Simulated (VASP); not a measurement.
**ZnSe: single point with PBE**

ZnSe:

```
CELL_PARAMETERS angstrom
0.00000 2.89109 2.89109
2.89109 0.00000 2.89109
2.89109 2.89109 0.00000
ATOMIC_POSITIONS crystal
Zn 0.00000 0.00000 0.00000
Se 0.75000 0.75000 0.75000
```

This cell differs from its parent crystal: volume 24.165 Å^3 an atom, c/a of the conventional cell 1.0000.

| Item | Value |
| --- | --- |
| Program | VASP 6.6.1 |
| Task | single point |
| Functional | PBE |
| Potentials or basis | VASP PAW PBE potentials, release 64 (Zn, Se) |
| Cutoff | 520 eV |
| k mesh | 10 × 10 × 10 |
| Occupations | gaussian, width 0.05 eV |
| Spin | no spin polarisation |
| Dipole correction | no |
| Further INCAR settings | ALGO = Normal; EDIFF = 1e-07; NBANDS = 16 |

* Pressure: -1.2 GPa
* Band gap on the k mesh: 1.05 eV, direct

Levels at points of the mesh, in eV from the valence-band top:
```tsv
k point	band 7	band 8	band 9	band 10	band 11	band 12
(0.00, 0.00, 0.00)	0.00	0.00	0.00	1.05	5.81	5.81
(0.50, 0.00, 0.00)	-4.86	-0.78	-0.78	2.44	6.39	6.39
(0.50, 0.50, 0.00)	-4.50	-1.98	-1.98	3.12	3.45	10.32
```

It took 23 s on 1 thread of AMD EPYC 9R45 96-Core Processor (Zen 5), with other jobs on the host, peak memory 0.16 GiB.
